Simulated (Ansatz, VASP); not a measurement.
# Ge2Sb2Se in VASP and in Ansatz

```xyz
5
Lattice="4.3023 0.0000 0.0000 -2.1511 3.7259 0.0000 0.0000 0.0000 9.4953" Properties=species:S:1:pos:R:3 pbc="T T T"
Ge    0.0000    0.0000    2.3523
Ge    0.0000    0.0000    7.1430
Sb    0.0000    2.4839    1.1597
Sb    2.1511    1.2420    8.3356
Se    0.0000    0.0000    4.7477
```

Alike in both runs: task relaxation of cell and atoms; functional PBE; k mesh 12 × 12 × 4; occupations gaussian, width 0.1 eV; no spin polarisation.

```csv
,VASP,Ansatz
version,VASP 6.6.1,Ansatz 0.2.0
potentials or method,"VASP PAW PBE potentials, release 64 (Ge_d, Sb, Se), cutoff 600 eV","scalar-relativistic, plane waves, PAW"
valence electrons in the cell,44,74
```

VASP gave:

| Quantity | Value |
| --- | --- |
| gap on the k mesh at the Fermi level, each at its own relaxed structure (eV) | none |
| relaxed volume (Å³/atom) | 30.38 |
| relaxed length of the cell vector where the two differ most in proportion (Å) | 9.617 |

**Question.** What did Ansatz give for the same quantities?

**Answer.** gap on the k mesh at the Fermi level, each at its own relaxed structure (eV): none; relaxed volume (Å³/atom): 30.39; relaxed length of the cell vector where the two differ most in proportion (Å): 9.605.

A gap of «none» marks a metal or a gap that the smearing closes. VASP's potentials hold 44 valence electrons a cell and Ansatz's 74, so a difference there can come from the potentials and not from the codes.

Neither program's run includes spin-orbit coupling.
